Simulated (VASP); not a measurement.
# W (Im-3m) in VASP: further runs, part 2 of 2

VASP 6.6.1. The steps go on from the part before.

## Step 6: Relaxation of cell and atoms, LDA

File INCAR:

```
ALGO = Fast ; EDIFF = 1E-7
EDIFFG = -0.002 ; ENCUT = 600
GGA = CA ; IBRION = 2
ISIF = 3 ; ISMEAR = 0
LASPH = T ; LCHARG = F
LREAL = F ; LWAVE = F
NELM = 60 ; NSW = 100
PREC = Accurate ; SIGMA = 0.1
```

File KPOINTS:

```
k-points
0
Gamma
  18 18 18
```

File POSCAR:

```
W
1.0
   -1.5689684582      1.5689684582      1.5689684582
    1.5689684582     -1.5689684582      1.5689684582
    1.5689684582      1.5689684582     -1.5689684582
W
1
Direct
    0.0000000000      0.0000000000      0.0000000000
```

Potentials or basis: VASP PAW LDA potentials, release 64 (W_sv).

Started as:

```console
cat potpaw_LDA.64/W_sv/POTCAR > POTCAR
mpirun -np 1 vasp_std > vasp.out
```

OUTCAR:

```text
EDIFF = 1E-7
   EDIFFG = -0.002
   ENCUT = 600
   GGA = CA
   IBRION = 2
   ISIF = 3
   ISMEAR = 0
   LASPH = T
   LREAL = F
   NELM = 60
   NSW = 100
   PREC = Accurate

 ion  position               nearest neighbor table
   1  0.000  0.000  0.000-

  LATTYP: Found a body centered cubic cell.
 ALAT       =     3.1379369164

  Lattice vectors:

 A1 = (  -1.5689684582,   1.5689684582,   1.5689684582)
 A2 = (   1.5689684582,  -1.5689684582,   1.5689684582)
 A3 = (   1.5689684582,   1.5689684582,  -1.5689684582)

Analysis of symmetry for initial positions (statically):
=====================================================================
 Subroutine PRICEL returns:
 Original cell was already a primitive cell.

 Routine SETGRP: Setting up the symmetry group for a
 body centered cubic supercell.

 Subroutine GETGRP returns: Found 48 space group operations
 (whereof 48 operations were pure point group operations)
 out of a pool of 48 trial point group operations.

The static configuration has the point symmetry O_h .

Analysis of symmetry for dynamics (positions and initial velocities):
=====================================================================
 Subroutine PRICEL returns:
 Original cell was already a primitive cell.

 Routine SETGRP: Setting up the symmetry group for a
 body centered cubic supercell.

 Subroutine GETGRP returns: Found 48 space group operations
 (whereof 48 operations were pure point group operations)
 out of a pool of 48 trial point group operations.

The dynamic configuration has the point symmetry O_h .

 Subroutine INISYM returns: Found 48 space group operations
 (whereof 48 operations are pure point group operations),
 and found     1 'primitive' translations

----------------------------------------------------------------------------------------

                                     Primitive cell

  volume of cell :      15.4491

  direct lattice vectors                    reciprocal lattice vectors
    -1.568968458  1.568968458  1.568968458     0.000000000  0.318680721  0.318680721
     1.568968458 -1.568968458  1.568968458     0.318680721  0.000000000  0.318680721
     1.568968458  1.568968458 -1.568968458     0.318680721  0.318680721  0.000000000

  length of vectors
     2.717533085  2.717533085  2.717533085     0.450682598  0.450682598  0.450682598

  position of ions in fractional coordinates (direct lattice)
     0.000000000  0.000000000  0.000000000

  ion indices of the primitive-cell ions
   primitive index   ion index
                 1           1

----------------------------------------------------------------------------------------

 KPOINTS: k-points

Automatic generation of k-mesh.
 Grid dimensions read from file:
 generate k-points for:   18   18   18

 Generating k-lattice:

  Cartesian coordinates                     Fractional coordinates (reciprocal lattice)
     0.000000000  0.017704485  0.017704485     0.055555556  0.000000000  0.000000000
     0.017704485  0.000000000  0.017704485     0.000000000  0.055555556  0.000000000
     0.017704485  0.017704485  0.000000000     0.000000000  0.000000000  0.055555556
[... 42 lines left out ...]
   dimension x,y,z NGX =    24 NGY =   24 NGZ =   24
   dimension x,y,z NGXF=    48 NGYF=   48 NGZF=   48
   ions per type =               1
   NGX,Y,Z   is equivalent  to a cutoff of  14.68, 14.68, 14.68 a.u.
   NGXF,Y,Z  is equivalent  to a cutoff of  29.36, 29.36, 29.36 a.u.
 SYSTEM =  unknown system
   PREC   = accura    normal or accurate (medium, high low for compatibility)
   ISTART =      0    job   : 0-new  1-cont  2-samecut
   ICHARG =      2    charge: 1-file 2-atom 10-const
   ISPIN  =      1    spin polarized calculation?
   LNONCOLLINEAR =      F non collinear calculations
   LSORBIT =      F    spin-orbit coupling
   LASPH  =      T    aspherical Exc in radial PAW
   ENCUT  =  600.0 eV  44.10 Ry    6.64 a.u.   5.43  5.43  5.43*2*pi/ulx,y,z
   NELM   =     60;   NELMIN=  2; NELMDL= -5     # of ELM steps
   EDIFF  = 0.1E-06   stopping-criterion for ELM
   LREAL  =      F    real-space projection
   EDIFFG = -.2E-02   stopping-criterion for IOM
   NSW    =    100    number of steps for IOM
   IBRION =      2    ionic relax: 0-MD 1-quasi-New 2-CG
   NFREE  =      1    steps in history (QN), initial steepest desc. (CG)
   ISIF   =      3    stress and relaxation
   ISYM   =      2    0-nonsym 1-usesym 2-fastsym
   POTIM  = 0.5000    time-step for ionic-motion
   TEBEG  =    0.0;   TEEND  =   0.0 temperature during run
   PSTRESS=    0.0 pullay stress
   NELECT =      14.0000    total number of electrons
   NUPDOWN=      -1.0000    fix difference up-down
   EMIN   =  10.00;   EMAX   =-10.00  energy-range for DOS
   EFERMI =   0.00;   METHOD = LEGACY
   ISMEAR =     0;   SIGMA  =   0.10  broadening in eV -4-tet -1-fermi 0-gaus
   EFERMI_NEDOS =   21; number of points for ismear=-14 and -15
   IALGO  =     68    algorithm
   IMIX   =      4    mixing-type and parameters
     AMIX     =   0.40;   BMIX     =  1.00
     AMIX_MAG =   1.60;   BMIX_MAG =  1.00
  volume/ion in A,a.u.               =      15.45       104.26
  Fermi-wavevector in a.u.,A,eV,Ry     =   1.584224  2.993750 34.147442  2.509766
  Thomas-Fermi vector in A             =   2.683875
   LORBIT       =      0    0 simple, 1 ext, 2 COOP (PROOUT), +10 PAW based schemes
   GGA     = CA    functional components
   LHFCALC =     F    Hartree Fock is set to
   AEXX    =    0.0000 exact exchange contribution
   IVDW    =     0    specifies the selected vdW correction
   LEPSILON=     F    determine dielectric tensor
   LRPA    =     F    only Hartree local field effects (RPA)
 conjugate gradient relaxation of ions
 non-spin polarized calculation
 RMM-DIIS sequential band-by-band and
 Gauss-broadening in eV      SIGMA  =   0.10
  energy-cutoff  :      600.00
  volume of cell :       15.45
 maximum number of plane-waves:       533
 NGX is ok and might be reduce to    24
   NGX = 11   NGY = 11   NGZ = 11

--------------------------------------- Ionic step        1  -------------------------------------------

 number of electron      14.0000000 magnetization

 Free energy of the ion-electron system (eV)
  ---------------------------------------------------
  ext. energy  EPLUGINS =         0.00000000
  ---------------------------------------------------
  free energy    TOTEN  =       -14.10115927 eV

  energy without entropy =      -14.09742530  energy(sigma->0) =      -14.09929228

------------------------ aborting loop because EDIFF is reached ----------------------------------------

  FORCE on cell =-STRESS in cart. coord.  units (eV):
  Direction    XX          YY          ZZ          XY          YZ          ZX
  --------------------------------------------------------------------------------------
  -------------------------------------------------------------------------------------
  Total        0.1316717      0.1316717      0.1316717      0.0000000      0.0000000     -0.0000000
  in kB       13.6552760     13.6552760     13.6552760      0.0000000      0.0000000     -0.0000000
  external PRESSURE =      13.6552760 kB  Pullay stress =       0.0000000 kB
[... 57 lines left out ...]
--------------------------------------- Ionic step        3  -------------------------------------------

 number of electron      14.0000000 magnetization

 Free energy of the ion-electron system (eV)
  ---------------------------------------------------
  ext. energy  EPLUGINS =         0.00000000
  ---------------------------------------------------
  free energy    TOTEN  =       -14.10141637 eV

  energy without entropy =      -14.09771669  energy(sigma->0) =      -14.09956653

 E-fermi :  11.6205     XC(G=0): -13.9511

 val. band max:       11.5978271857   @ k =  -0.4444   0.4444   0.2778
 cond. band min:      11.6218870215   @ k =  -0.2778   0.3333   0.2222
 fundamental gap:      0.0240598359
 Fermi energy:        11.6204941393

 k-point     1 :       0.0000    0.0000    0.0000
  band No.  band energies     occupation
      1     -62.0893      2.00000
      2     -25.8628      2.00000
      3     -25.8628      2.00000
      4     -25.8628      2.00000
      5       1.9730      2.00000
      6      10.3355      2.00000
      7      10.3355      2.00000
      8      10.3355      2.00000
      9      13.8715      0.00000
     10      13.8715      0.00000
     11      26.2585      0.00000
[... 309 lines left out ...]
 k-point    24 :       0.3889    0.1111   -0.0000
  band No.  band energies     occupation
      1     -61.9369      2.00000
      2     -27.1820      2.00000
      3     -26.3569      2.00000
      4     -25.9340      2.00000
      5       5.6958      2.00000
      6       8.1084      2.00000
      7      11.1711      2.00000
      8      13.6672      0.00000
      9      15.0374      0.00000
     10      18.2621      0.00000
     11      22.8798      0.00000

 [... further k-points ...]
[... 5 lines left out ...]
  --------------------------------------------------------------------------------------
  -------------------------------------------------------------------------------------
  Total        0.0007684      0.0007684      0.0007684      0.0000000      0.0000000     -0.0000000
  in kB        0.0793502      0.0793502      0.0793502      0.0000000      0.0000000     -0.0000000
  external PRESSURE =       0.0793502 kB  Pullay stress =       0.0000000 kB
[... 16 lines left out ...]
  FREE ENERGIE OF THE ION-ELECTRON SYSTEM (eV)
  ---------------------------------------------------
  free  energy   TOTEN  =       -14.1014163699 eV

  energy  without entropy=      -14.0977166935  energy(sigma->0) =      -14.09956653

 reached required accuracy - stopping structural energy minimisation
```

OSZICAR:

```text
N       E                     dE             d eps       ncg     rms          rms(c)
DAV:   1     0.831797236607E+02    0.83180E+02   -0.85292E+03  4290   0.160E+03
DAV:   2    -0.130280234669E+02   -0.96208E+02   -0.93128E+02  4590   0.359E+02
DAV:   3    -0.147541558100E+02   -0.17261E+01   -0.17022E+01  4894   0.465E+01
[... 29 lines left out ...]
RMM:   5    -0.141014112295E+02    0.58616E-05   -0.28277E-04  4340   0.225E-01    0.146E-02
RMM:   6    -0.141014154982E+02   -0.42687E-05   -0.47035E-05  4610   0.989E-02    0.666E-03
RMM:   7    -0.141014163306E+02   -0.83239E-06   -0.73217E-06  4377   0.392E-02    0.806E-03
RMM:   8    -0.141014164792E+02   -0.14860E-06   -0.22947E-06  4204   0.187E-02    0.260E-03
RMM:   9    -0.141014163678E+02    0.11144E-06   -0.22972E-07  3186   0.675E-03    0.192E-03
RMM:  10    -0.141014163699E+02   -0.21789E-08   -0.42178E-08  2462   0.278E-03
   3 F= -.14101416E+02 E0= -.14099567E+02  d E =-.257103E-03
```

Run time: 29 s. Hardware: 1 thread of Intel Xeon 6975P-C (Granite Rapids), shared host; peak memory 0.17 GiB.

Results:

* Free energy: -14.1014 eV
* Relaxed volume: 15.51 Å³/atom
* Relaxed cell: a = 2.721 Å, b = 2.721 Å, c = 2.721 Å, α = 109.47°, β = 109.47°, γ = 109.47°
* Space group after relaxing (to 0.05 Å): Im-3m (No. 229)
* Energy gained by relaxing: 0.3 meV/atom
* Ionic steps: 3
* Pressure after relaxing: 0.0 GPa
* Band gap on the k mesh: zero (band 7 reaches 16.94 eV, above the bottom of band 8 at 10.34 eV)

Step by step:
| step | energy change (eV) | largest force (eV/Å) | pressure (GPa) | volume (Å³) |
| --- | --- | --- | --- | --- |
| 1 | 0.0000 | 0.0000 | 1.37 | 15.45 |
| 2 | 0.0034 | 0.0000 | -5.10 | 15.75 |
| 3 | -0.0003 | 0.0000 | 0.01 | 15.51 |

Final structure:
```xyz
1
Lattice="-1.5712 1.5712 1.5712 1.5712 -1.5712 1.5712 1.5712 1.5712 -1.5712" Properties=species:S:1:pos:R:3 pbc="T T T"
W     0.0000    0.0000    0.0000
```

Caveat: spin-orbit coupling is left out, which moves the levels of the heavy elements.

## Step 7: The runs side by side

```tsv
task	cell	k mesh	cutoff (eV)	gap on the mesh (eV)	pressure (GPa)	relaxed volume (Å³/atom)
single point	a = 2.718 Å, angles 109.5°, 1 atom	8 × 8 × 8	520	none	1.9	-
single point	a = 2.773 Å, angles 109.5°, 1 atom	8 × 8 × 8	520	none	-16.6	-
relaxation of cell and atoms	relaxed from a = 2.773 Å, angles 109.5°, 1 atom	8 × 8 × 8	600	none	-0.4	15.56
single point	a = 2.716 Å, angles 109.5°, 1 atom	18 × 18 × 18	520	none	1.9	-
relaxation of cell and atoms	relaxed from a = 2.718 Å, angles 109.5°, 1 atom	18 × 18 × 18	600	none	0.0	15.51
```

Alike in all rows: level LDA; potentials or basis VASP PAW LDA potentials, release 64 (W_sv); no spin polarisation; smearing gaussian 0.1 eV.

Caveats: spin-orbit coupling is left out, which moves the levels of the heavy elements.

Total energies depend on the potentials used, so only differences within one code and one set of settings carry meaning.
